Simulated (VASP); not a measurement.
Write the native input for VASP 6.6.1 that does the following.

| Item | Value |
| --- | --- |
| Task | relaxation of the atoms |
| Functional | PBEsol |
| Potentials or basis | VASP PAW PBE potentials, release 64 (K_sv, Cl) |
| Cutoff | 520 eV |
| k mesh | 8 × 8 × 8 |
| Occupations | gaussian, width 0.01 eV |
| Spin | no spin polarisation |
| Dipole correction | no |
| Further INCAR settings | ALGO = Normal; EDIFF = 1e-06; IBRION = 2; EDIFFG = -0.002; NSW = 50 |

The structure of KCl lies in POSCAR:

```
KCl
1.0
    0.0156063903      3.1290812603      3.1290812603
    3.1290812603      0.0156063903      3.1290812603
    3.1290812603      3.1290812603      0.0156063903
K Cl
1 1
Direct
    0.0000000000      0.0000000000      0.0000000000
    0.5000000000      0.5000000000      0.5000000000
```

This cell differs from its parent crystal: equal xy, yz and zx engineering shears of +0.5 %.

The input as run:

INCAR

```
SYSTEM = KCl
  PREC = Accurate
  ENCUT = 520
  EDIFF = 1E-6
  ISMEAR = 0
  SIGMA = 0.01
  LREAL = .FALSE.
  LASPH = .TRUE.
  NELM = 100
  ALGO = Normal
  ISIF = 2
  LWAVE = .FALSE.
  LCHARG = .FALSE.
  GGA = PS
  IBRION = 2
  NSW = 50
  EDIFFG = -0.002
```

KPOINTS

```
regular mesh
0
G
  8 8 8
  0 0 0
```

Potentials or basis: VASP PAW PBE potentials, release 64 (K_sv, Cl).

Launch:

```bash
$ cat potpaw_PBE.64/K_sv/POTCAR potpaw_PBE.64/Cl/POTCAR > POTCAR
$ mpirun -np 1 vasp_std > vasp.out
```

Results of the run:

```json
{"Pressure after relaxing": "0.1 GPa", "Band gap on the k mesh": "5.09 eV"}
```

Caveat: the cell differs from its parent crystal (equal xy, yz and zx engineering shears of +0.5 %); the relaxation stopped at its first step, so nothing moved; the PAW data sets were made with another functional, which shifts forces and pressure a little.

Run time: 36 s on 1 thread of Intel(R) Xeon(R) Platinum 8259CL CPU @ 2.50GHz (Skylake/Cascade Lake), on a shared host, peak memory 0.22 GiB.
